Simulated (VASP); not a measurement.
A run of VASP 6.6.1 is set up as follows.

POSCAR

```
HfO2
1.0
    0.0000000000      2.4775518652      2.4775518652
    2.4775518652      0.0000000000      2.4775518652
    2.4775518652      2.4775518652      0.0000000000
Hf O
1 2
Direct
    0.0000000000      0.0000000000      0.0000000000
    0.2500000000      0.2500000000      0.2500000000
    0.7500000000      0.7500000000      0.7500000000
```

Contents of INCAR.step1:

```
SYSTEM = HfO2
  PREC = Accurate
  ENCUT = 520
  ISMEAR = 0
  SIGMA = 0.01
  LREAL = .False.
  LASPH = .True.
  NELM = 60
  NBANDS = 18
  GGA = PE
  ALGO = Normal
  EDIFF = 1E-4
  LWAVE = .True.
  LCHARG = .False.
```

Contents of INCAR.step2:

```
SYSTEM = HfO2
  PREC = Accurate
  ENCUT = 520
  EDIFF = 1E-7
  ISMEAR = 0
  SIGMA = 0.01
  LREAL = .False.
  LASPH = .True.
  NELM = 60
  ALGO = Normal
  ISIF = 2
  LWAVE = .False.
  LCHARG = .True.
  METAGGA = R2SCAN
  LMIXTAU = .True.
  LELF = .True.
  LVHAR = .True.
  NBANDS = 18
  ISTART = 1
```

KPOINTS

```
regular mesh
0
Gamma
  8 8 8
  0 0 0
```

Potentials or basis: VASP PAW PBE potentials, release 64 (Hf_pv, O).

Command:

```console
$ cat potpaw_PBE.64/Hf_pv/POTCAR potpaw_PBE.64/O/POTCAR > POTCAR
$ cp INCAR.step1 INCAR
$ mpirun -np 1 vasp_std > vasp.out
$ cp INCAR.step2 INCAR
$ mpirun -np 1 vasp_std > vasp.out
```

What does it give for the pressure?

14.5 GPa.

Estimate the band gap on the k mesh.

4.50 eV, direct.

Caveat: the PAW data sets were made with another functional, which shifts forces and pressure a little; spin-orbit coupling is left out, which moves the levels of the heavy elements. A k mesh can miss the band edges.
